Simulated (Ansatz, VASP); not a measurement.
# Two plane-wave programs on K

```xyz
2
Lattice="2.4380 -4.0476 0.0000 2.4380 4.0476 0.0000 0.0000 0.0000 7.8118" Properties=species:S:1:pos:R:3 pbc="T T T"
K     2.4380   -2.5954    1.9529
K     2.4380    2.5954    5.8588
```

Alike in both runs: task single point; functional PBE; dispersion D3(BJ); k mesh 12 × 12 × 8; occupations gaussian, width 0.15 eV; no spin polarisation.

|  | VASP | Ansatz |
| --- | --- | --- |
| version | VASP 6.6.1 | Ansatz 0.2.0 |
| potentials or method | VASP PAW PBE potentials, release 64 (K_sv), cutoff 520 eV | scalar-relativistic, plane waves, PAW |
| valence electrons in the cell | 18 | 18 |

|  | VASP | Ansatz | Ansatz less VASP |
| --- | --- | --- | --- |
| gap on the k mesh at the Fermi level (eV) | none | none | - |
| pressure (GPa) | -0.4 | -0.4 | +0.01 |

A gap of «none» marks a metal or a gap that the smearing closes.
